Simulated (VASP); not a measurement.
Set up this calculation in VASP 6.6.1, as the native input.

| Property | Result |
| --- | --- |
| Task | single point |
| Functional | PBEsol |
| Potentials or basis | VASP PAW PBE potentials, release 64 (S, W_sv) |
| Cutoff | 520 eV |
| k mesh | 12 × 12 × 1 |
| Occupations | gaussian, width 0.02 eV |
| Spin | no spin polarisation |
| Dipole correction | yes |
| Further INCAR settings | ALGO = Normal; EDIFF = 1e-06; NBANDS = 20 |

The structure of WS2 lies in POSCAR:

```
WS2
1.0
    3.1214700000      0.0000000000      0.0000000000
   -1.5607350000      2.7032723172      0.0000000000
    0.0000000000      0.0000000000     30.0839999998
S W
2 1
Direct
    0.6666666667      0.3333333333      0.2990033560
    0.6666666667      0.3333333333      0.4037622337
    0.3333333333      0.6666666667      0.3513827948
```

The input as run:

INCAR

```
SYSTEM = WS2
  PREC = Accurate
  ENCUT = 520
  EDIFF = 1E-6
  ISMEAR = 0
  SIGMA = 0.02
  LREAL = .False.
  LASPH = .True.
  NELM = 100
  ALGO = Normal
  ISIF = 2
  LWAVE = .False.
  LCHARG = .True.
  LDIPOL = .True.
  IDIPOL = 3
  DIPOL = 0.5 0.5 0.351
  GGA = PS
  LELF = .True.
  LVHAR = .True.
  LVACPOTAV = .True.
  NBANDS = 20
```

KPOINTS

```
regular mesh
0
Gamma
  12 12 1
  0 0 0
```

Potentials or basis: VASP PAW PBE potentials, release 64 (S, W_sv).

The run is started by

```console
$ cat potpaw_PBE.64/S/POTCAR potpaw_PBE.64/W_sv/POTCAR > POTCAR
$ mpirun -np 1 vasp_std > vasp.out
```

It gave:

- Largest force: 0.023 eV/Å
- Band gap on the k mesh: 1.98 eV, indirect (least direct gap 2.06 eV)

Caveat: the PAW data sets were made with another functional, which shifts forces and pressure a little; spin-orbit coupling is left out, which moves the levels of the heavy elements.

Wall time 2.3 min on 1 thread of Intel Xeon 6975P-C, with other jobs on the host, peak memory 0.39 GiB.
